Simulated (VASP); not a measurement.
Here is a VASP 6.6.1 calculation.

Contents of INCAR:

```
  PREC = Accurate
  ENCUT = 500
  EDIFF = 1E-6
  ISMEAR = 0
  SIGMA = 0.1
  LREAL = False
  LASPH = True
  NELM = 120
  ALGO = Normal
  ISIF = 2
  LWAVE = False
  LCHARG = False
  GGA = PE
  NBANDS = 19
  GGA_COMPAT = False
```

KPOINTS

```
Automatic mesh
0
Gamma
  15 15 8
```

POSCAR

```
Zr
1.0
    3.2317372899      0.0000000000      0.0000000000
   -1.6158686449      2.7987665914      0.0000000000
    0.0000000000      0.0000000000      5.1719859835
Zr
2
Direct
    0.3333333333      0.6666666667      0.2500000000
    0.6666666667      0.3333333333      0.7500000000
```

Potentials or basis: VASP PAW PBE potentials, release 64 (Zr_sv).

Command:

```sh
$ cat potpaw_PBE.64/Zr_sv/POTCAR > POTCAR
$ mpirun -np 1 vasp_std > vasp.out
```

Task: Estimate the band gap on the k mesh.

Result: Zero (bands 12 and 13 overlap by 1.18 eV).

Task: Estimate the pressure.

Result: 0.0 GPa.
